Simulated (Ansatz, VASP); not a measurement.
# One calculation of CO2, two programs

```
CELL_PARAMETERS angstrom
2.63591 -2.38738 0.00000
2.63591 2.38738 0.00000
0.00000 0.00000 6.58717
ATOMIC_POSITIONS crystal
O 0.30651 0.69349 0.60816
O 0.69349 0.30651 0.39184
O 0.19349 0.80651 0.10816
O 0.80651 0.19349 0.89184
C 0.50000 0.50000 0.50000
C 0.00000 0.00000 0.00000
```

Alike in both runs: functional r2SCAN; k mesh 8 × 8 × 4; no spin polarisation.

|  | VASP | Ansatz |
| --- | --- | --- |
| version | VASP 6.6.1 | Ansatz 0.2.0 |
| potentials or method | VASP PAW PBE potentials, release 64 (O, C) | Ansatz PAW |
| plane-wave cutoff (eV) | 520 | 500 |
| occupations | gaussian, width 0.01 eV | fixed |
| valence electrons in the cell | 32 | 32 |
| task | single point | band structure |

```tsv
	VASP	Ansatz	Ansatz less VASP
gap on the k mesh at the Fermi level (eV)	7.22	7.25	+0.026
least direct gap on the mesh (eV)	7.79	7.82	+0.027
pressure (GPa)	0.4	-1.6	-1.92
traceless stress, the component that is largest in VASP (GPa)	0.18	-1.83	-2.008
rms of the force components (eV/Å)	0.026	0.331	+0.3054
```

VASP's potentials were made for PBE, not for r2SCAN. Atom by atom the forces differ by 0.356 eV/Å (rms over components). One of these differences is far larger than is usual between the two programs; its cause wasn't traced.

Noted on VASP's run: the standard files for N, O and F lose accuracy on very short bonds.
